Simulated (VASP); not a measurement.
# SiC52 (a cell with a defect) in VASP: single point with PBE

Aim: the single point of SiC52 (a cell with a defect) with PBE.

Program: VASP 6.6.1. These are calculated values, not measurements. Logs are shortened: lines on timing, memory, paths and dates and some standing lists are left out, and cuts for length are marked.

## 1. The cell of the first run

The cell holds a defect, 53 atoms: a = 7.576 Å, b = 7.576 Å, c = 7.576 Å, α = 60.00°, β = 60.00°, γ = 60.00°.

## 2. Single point, PBE (atoms taken out, then relaxed in part)

The input, INCAR:

```
SYSTEM = SiC52
PREC = Accurate ; ENCUT = 520
EDIFF = 1E-6 ; ISMEAR = 0
SIGMA = 0.01 ; LREAL = Auto
LASPH = .TRUE. ; NELM = 100
ALGO = Normal ; ISIF = 2
LWAVE = .FALSE. ; LCHARG = .FALSE.
GGA = PE ; NBANDS = 138
```

The input, KPOINTS:

```
Automatic mesh
0
G
  2 2 2
  0 0 0
```

The input, POSCAR:

```
SiC52
1.0
   -5.3572106018      5.3572106018      0.0000000000
   -5.3572106018      0.0000000000      5.3572106018
    0.0000000000      5.3572106018      5.3572106018
Si C
1 52
Direct
    0.9592172088      0.6252525347      0.7887562381
    0.3381948544      0.6658205832      0.6645872347
    0.9997530314      0.0042871601      0.6645631414
    1.0094693832      0.6756202403     -0.0084913272
    0.6638988224      0.6658207872      0.6645822257
    0.3337305325     -0.0002306684      0.6652678601
    0.3324772616      0.6663822184      0.0011514832
    0.9997580534      0.3299459479      0.6645636493
    1.0002887869     -0.0014389936      0.0011534208
    0.9991598297      0.6652188068      0.3374473082
    0.6638951466      0.0042918230      0.6645579578
    0.6559144298      0.6756036562     -0.0084943845
    0.3382169935      0.3299318846      0.6645739058
    0.3324710298     -0.0014446906      0.0011563870
    0.3306690557      0.6652230363      0.3374227058
    1.0094926896      0.3220490629     -0.0085570453
    0.9991523548     -0.0032824420      0.3374587334
    0.6680869246      0.3341644362      0.6621412271
    0.6671776203      0.0007962398      0.9973493275
    0.6692032155      0.6678020374      0.3262630521
    0.3347105883      0.3332486287     -0.0026695201
    0.3338662370     -0.0000716696      0.3316906983
    1.0017216211      0.3352848659      0.3262580866
    0.6672008529      0.3332460639     -0.0026668767
    0.6670051779     -0.0000691294      0.3316916813
    0.3338701676      0.3330637486      0.3316867678
    0.6692144660      0.3352902202      0.3262564888
    0.9164933301      0.9150288141      0.2519864881
    0.2489774719      0.9150293599      0.2519890306
    0.9190468198      0.2536016819      0.2407814962
    0.9087074524      0.9282460394      0.5868266125
    0.5843240276      0.9172511474      0.2465928284
    0.2511886069      0.2503840410      0.2465850654
    0.2510034585      0.9170645610      0.5809401755
    0.9190275214      0.5851082755      0.2408318971
    0.9179113328      0.2517689479      0.5770975010
    0.9184342936      0.9203844809      0.9136630572
    0.5843324682      0.2503864241      0.2465833179
    0.5834925265      0.9170660656      0.5809445346
    0.2489766950      0.5825391421      0.2519922257
    0.2510165833      0.2495233974      0.5809276464
    0.2501240730      0.9161616757      0.9160814884
    0.9087332736      0.5747313012      0.5868122239
    0.9184503411      0.2460542267      0.9136656890
    0.5875141819      0.5851162958      0.2408133652
    0.5857193997      0.2517496252      0.5771004519
    0.5800369879      0.9203753907      0.9136537854
    0.2622615496      0.5747244230      0.5867871254
    0.2543149856      0.2460574092      0.9136648085
    0.5857141687      0.5839566112      0.5771089716
    0.5844809170      0.2505575310      0.9129711584
    0.2543188469      0.5844850636      0.9136333911
    0.5800696036      0.5844793356      0.9136386181
```

Potentials or basis: VASP PAW PBE potentials, release 64 (Si, C).

Started as:

```console
$ cat potpaw_PBE.64/Si/POTCAR potpaw_PBE.64/C/POTCAR > POTCAR
$ mpirun -np 1 vasp_std > vasp.out
```

OUTCAR:

```text
SYSTEM = SiC52
   PREC = Accurate
   ENCUT = 520
   EDIFF = 1E-6
   ISMEAR = 0
   LREAL = Auto
   LASPH = .TRUE.
   NELM = 100
   ISIF = 2
   GGA = PE

 ion  position               nearest neighbor table
   1  0.959  0.625  0.789-  43 1.99  31 1.99  48 1.99  16 1.99  12 1.99   4 1.99
   2  0.338  0.666  0.665-  48 1.52  50 1.53  52 1.54  34 1.55
   3  1.000  0.004  0.665-  31 1.52  36 1.53  37 1.54  34 1.55
   4  0.009  0.676  0.992-  37 1.52  52 1.52  35 1.55   1 1.99
   5  0.664  0.666  0.665-  43 1.52  50 1.53  53 1.54  39 1.55
   6  0.334  1.000  0.665-  41 1.54  34 1.55  39 1.55  42 1.55
   7  0.332  0.666  0.001-  52 1.53  53 1.53  42 1.55  40 1.55
[... 44 lines left out ...]
  52  0.254  0.584  0.914-   4 1.52   7 1.53   2 1.54  21 1.55
  53  0.580  0.584  0.914-  12 1.52   7 1.53   5 1.54  24 1.55

  LATTYP: Found a face centered cubic cell.
 ALAT       =    10.7144212036

  Lattice vectors:

 A1 = (  -5.3572106018,   5.3572106018,   0.0000000000)
 A2 = (  -5.3572106018,   0.0000000000,   5.3572106018)
 A3 = (   0.0000000000,   5.3572106018,   5.3572106018)

Analysis of symmetry for initial positions (statically):
=====================================================================
 Subroutine PRICEL returns:
 Original cell was already a primitive cell.

 Routine SETGRP: Setting up the symmetry group for a
 face centered cubic supercell.

 Subroutine GETGRP returns: Found  1 space group operations
 (whereof  1 operations were pure point group operations)
 out of a pool of 48 trial point group operations.

The static configuration has the point symmetry C_1 .

Analysis of symmetry for dynamics (positions and initial velocities):
=====================================================================
 Subroutine PRICEL returns:
 Original cell was already a primitive cell.

 Routine SETGRP: Setting up the symmetry group for a
 face centered cubic supercell.

 Subroutine GETGRP returns: Found  1 space group operations
 (whereof  1 operations were pure point group operations)
 out of a pool of 48 trial point group operations.

The dynamic configuration has the point symmetry C_1 .

 Subroutine INISYM returns: Found  1 space group operations
 (whereof  1 operations are pure point group operations),
 and found     1 'primitive' translations

----------------------------------------------------------------------------------------

                                     Primitive cell

  volume of cell :     307.5007

[... 178 lines left out ...]
   NFREE  =      0    steps in history (QN), initial steepest desc. (CG)
   ISIF   =      2    stress and relaxation
   ISYM   =      2    0-nonsym 1-usesym 2-fastsym
   POTIM  = 0.5000    time-step for ionic-motion
   TEBEG  =    0.0;   TEEND  =   0.0 temperature during run
   PSTRESS=    0.0 pullay stress
   NELECT =     212.0000    total number of electrons
   NUPDOWN=      -1.0000    fix difference up-down
   EMIN   =  10.00;   EMAX   =-10.00  energy-range for DOS
   EFERMI =   0.00;   METHOD = LEGACY
   ISMEAR =     0;   SIGMA  =   0.01  broadening in eV -4-tet -1-fermi 0-gaus
   EFERMI_NEDOS =   21; number of points for ismear=-14 and -15
   IALGO  =     38    algorithm
   IMIX   =      4    mixing-type and parameters
     AMIX     =   0.40;   BMIX     =  1.00
     AMIX_MAG =   1.60;   BMIX_MAG =  1.00
  volume/ion in A,a.u.               =       5.80        39.15
  Fermi-wavevector in a.u.,A,eV,Ry     =   1.446232  2.732983 28.457782  2.091588
  Thomas-Fermi vector in A             =   2.564324
   LORBIT       =      0    0 simple, 1 ext, 2 COOP (PROOUT), +10 PAW based schemes
   GGA     = PE    functional components
   LHFCALC =     F    Hartree Fock is set to
   AEXX    =    0.0000 exact exchange contribution
   IVDW    =     0    specifies the selected vdW correction
   LEPSILON=     F    determine dielectric tensor
   LRPA    =     F    only Hartree local field effects (RPA)
 non-spin polarized calculation
 Gauss-broadening in eV      SIGMA  =   0.01
  energy-cutoff  :      520.00
  volume of cell :      307.50
 maximum number of plane-waves:      8363
   NGX = 29   NGY = 29   NGZ = 29

 number of electron     212.0000001 magnetization

 Free energy of the ion-electron system (eV)
  ---------------------------------------------------
  ext. energy  EPLUGINS =         0.00000000
  ---------------------------------------------------
  free energy    TOTEN  =      -472.67510624 eV

  energy without entropy =     -472.67318129  energy(sigma->0) =     -472.67414377

 E-fermi :  10.0751     XC(G=0): -13.1916

 val. band max:       10.0726798663   @ k =   0.0000   0.5000   0.5000
 cond. band min:      10.1392250379   @ k =   0.0000   0.0000   0.5000
 fundamental gap:      0.0665451716
 Fermi energy:        10.0751487070

 k-point     1 :       0.0000    0.0000    0.0000
  band No.  band energies     occupation
      1     -11.6335      2.00000
      2      -8.8149      2.00000
      3      -8.7893      2.00000
      4      -8.7887      2.00000
      5      -8.7208      2.00000
      6      -8.6852      2.00000
[... 957 lines left out ...]
    117      16.7946      0.00000
    118      16.9168      0.00000
 [bands above 118 left out]

------------------------ aborting loop because EDIFF is reached ----------------------------------------

  FORCE on cell =-STRESS in cart. coord.  units (eV):
  Direction    XX          YY          ZZ          XY          YZ          ZX
  --------------------------------------------------------------------------------------
  -------------------------------------------------------------------------------------
  Total        9.2768276      9.2752684      9.3953932    -12.4817397    -12.5135698    -12.5378920
  in kB       48.3352441     48.3271198     48.9530083    -65.0338628    -65.1997075    -65.3264343
  external PRESSURE =      48.5384574 kB  Pullay stress =       0.0000000 kB

 VOLUME and BASIS-vectors are now :
 -----------------------------------------------------------------------------
  energy-cutoff  :      520.00
  volume of cell :      307.50
      direct lattice vectors                 reciprocal lattice vectors
    -5.357210602  5.357210602  0.000000000    -0.093332153  0.093332153 -0.093332153
    -5.357210602  0.000000000  5.357210602    -0.093332153 -0.093332153  0.093332153
     0.000000000  5.357210602  5.357210602     0.093332153  0.093332153  0.093332153

 POSITION                                       TOTAL-FORCE (eV/Angst)
 -----------------------------------------------------------------------------------
     -8.48834      9.36426      7.57514         0.001707      0.012452      0.011783
     -5.37872      5.37211      7.12727        -0.008097      0.002511     -0.012469
     -5.37885      8.91609      3.58317         0.000094      0.003388     -0.003328
     -3.67017      5.36245      8.93116         0.018262     -0.007788     -0.021956
     -7.12359      7.11695      7.12725         0.002258     -0.003882     -0.000508
     -7.14384      5.35184      8.91995        -0.001805      0.001735     -0.001829
[... 45 lines left out ...]
     -4.49365      6.25697      8.02574         0.000275      0.000127      0.005159
     -6.23873      8.00211      8.02573         0.003497     -0.009579      0.003734
 -----------------------------------------------------------------------------------
    total drift:                               -0.043782      0.045419     -0.033589

  FREE ENERGIE OF THE ION-ELECTRON SYSTEM (eV)
  ---------------------------------------------------
  free  energy   TOTEN  =      -472.6751062442 eV

  energy  without entropy=     -472.6731812876  energy(sigma->0) =     -472.67414377
```

It took 12 min on 1 thread of Intel Xeon Platinum 8488C (Sapphire Rapids), shared host; peak memory 0.52 GiB.

Results:

| Quantity | Value |
| --- | --- |
| Free energy | -472.6751 eV |
| Pressure | 4.9 GPa |
| Largest force | 0.031 eV/Å |
| Band gap on the k mesh | zero (bands 106 and 107 overlap by 0.92 eV) |

Forces in eV/Å, atoms in the order of the input:
```
Si   0.002  0.012  0.012
C   -0.008  0.003 -0.012
C    0.000  0.003 -0.003
C    0.018 -0.008 -0.022
C    0.002 -0.004 -0.001
C   -0.002  0.002 -0.002
C    0.009  0.011 -0.014
C    0.002  0.007 -0.007
C    0.001 -0.002  0.006
C    0.010 -0.004 -0.008
C    0.003  0.003  0.003
C   -0.017  0.020 -0.016
C   -0.008  0.008 -0.007
C   -0.012  0.009 -0.002
C   -0.001  0.015  0.001
C   -0.013 -0.005  0.013
C   -0.005 -0.007  0.009
C   -0.002 -0.005 -0.005
C    0.004 -0.004 -0.009
C    0.008  0.004 -0.004
C   -0.009 -0.015 -0.003
C    0.008  0.003 -0.005
C    0.007 -0.003  0.002
C   -0.005 -0.002  0.010
C    0.003 -0.006  0.004
C   -0.006  0.006  0.004
C   -0.006  0.000  0.004
C    0.004  0.004  0.004
C    0.000 -0.007 -0.002
C    0.005  0.001 -0.007
C    0.010  0.006 -0.014
C    0.001  0.006  0.005
C   -0.002  0.001  0.000
C    0.009  0.001 -0.010
C   -0.012 -0.001  0.008
C   -0.001 -0.004  0.001
C    0.006 -0.008  0.002
C    0.004  0.002 -0.002
C    0.000  0.003  0.000
C   -0.008 -0.004  0.003
C   -0.005  0.002  0.009
C   -0.006  0.006  0.002
C   -0.012  0.009  0.013
C    0.001 -0.010 -0.001
C    0.006 -0.007  0.006
C    0.004 -0.008 -0.007
C    0.004 -0.006  0.008
C    0.014 -0.006  0.014
C   -0.001 -0.003 -0.002
C   -0.014 -0.007  0.009
C    0.003  0.002  0.002
C    0.000  0.000  0.005
C    0.003 -0.010  0.004
```

Levels at points of the mesh, in eV from the Fermi level:
```tsv
k point	band 103	band 104	band 105	band 106	band 107	band 108	band 109	band 110
(0.00, 0.00, 0.00)	-1.08	-1.08	-0.72	0.92	0.92	3.83	3.83	3.88
(0.50, 0.00, 0.00)	-1.76	-1.39	-1.21	-0.99	0.64	4.68	4.84	4.91
(0.00, 0.50, 0.00)	-1.76	-1.39	-1.21	-0.99	0.64	4.68	4.84	4.91
(0.00, 0.00, 0.50)	-2.19	-0.32	-0.32	0.06	0.07	3.68	4.80	4.80
(0.50, 0.50, 0.50)	-1.76	-1.39	-1.21	-0.99	0.64	4.68	4.84	4.91
(0.50, 0.50, 0.00)	-2.04	-1.76	-0.84	-0.46	0.00	4.40	4.40	4.66
(0.00, 0.50, 0.50)	-2.04	-1.76	-0.84	-0.46	0.00	4.40	4.40	4.66
(0.50, 0.00, 0.50)	-2.04	-1.76	-0.84	-0.46	0.00	4.40	4.40	4.66
```

Caveat: the k points lie up to 0.51 Å⁻¹ apart, too coarse for converged energies and pressures of a metal; the cell differs from its parent crystal (atoms taken out, then relaxed in part).
